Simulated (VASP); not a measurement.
Wanted: the native input for a VASP 6.6.1 run.

* Task: single point
* Functional: LDA
* Potentials or basis: VASP PAW LDA potentials, release 64 (Bi_d, Te)
* Cutoff: 520 eV
* k mesh: 7 × 7 × 7
* Occupations: fermi-dirac, width 0.05 eV
* Spin: no spin polarisation
* Dipole correction: no
* Further INCAR settings: ALGO = Normal; EDIFF = 1e-06; NBANDS = 18

The structure of BiTe lies in POSCAR:

```
BiTe
1.0
    0.0000000000      3.1912784242      3.1912784242
    3.1912784242      0.0000000000      3.1912784242
    3.1912784242      3.1912784242      0.0000000000
Bi Te
1 1
Direct
    0.0000000000      0.0000000000      0.0000000000
    0.5000000000      0.5000000000      0.5000000000
```

These files were run (other wordings do the same):

INCAR

```
SYSTEM = BiTe
PREC     = Accurate       ! precision mode
ENCUT    = 520            ! plane-wave cutoff, eV
EDIFF    = 1E-6           ! SCF threshold, eV
ISMEAR   = -1             ! smearing method
SIGMA    = 0.05           ! smearing width, eV
LREAL    = .False.        ! projectors in reciprocal space
LASPH    = .True.         ! aspherical terms in the spheres
NELM     = 60             ! most SCF steps
ALGO     = Normal         ! electronic algorithm
ISIF     = 2              ! what is computed and relaxed
LWAVE    = .False.        ! write WAVECAR
LCHARG   = .True.         ! write CHGCAR
LELF     = .True.         ! ELF
LVHAR    = .True.       
NBANDS   = 18             ! bands
```

KPOINTS

```
Automatic mesh
0
Gamma
  7 7 7
  0 0 0
```

Potentials or basis: VASP PAW LDA potentials, release 64 (Bi_d, Te).

Launch:

```bash
$ cat potpaw_LDA.64/Bi_d/POTCAR potpaw_LDA.64/Te/POTCAR > POTCAR
$ mpirun -np 1 vasp_std > vasp.out
```

It gave:

| Item | Value |
| --- | --- |
| Pressure | -0.6 GPa |

Wall time 7.9 s on 1 thread of Intel(R) Xeon(R) 6975P-C (Granite Rapids), with other jobs on the host, peak memory 0.17 GiB.
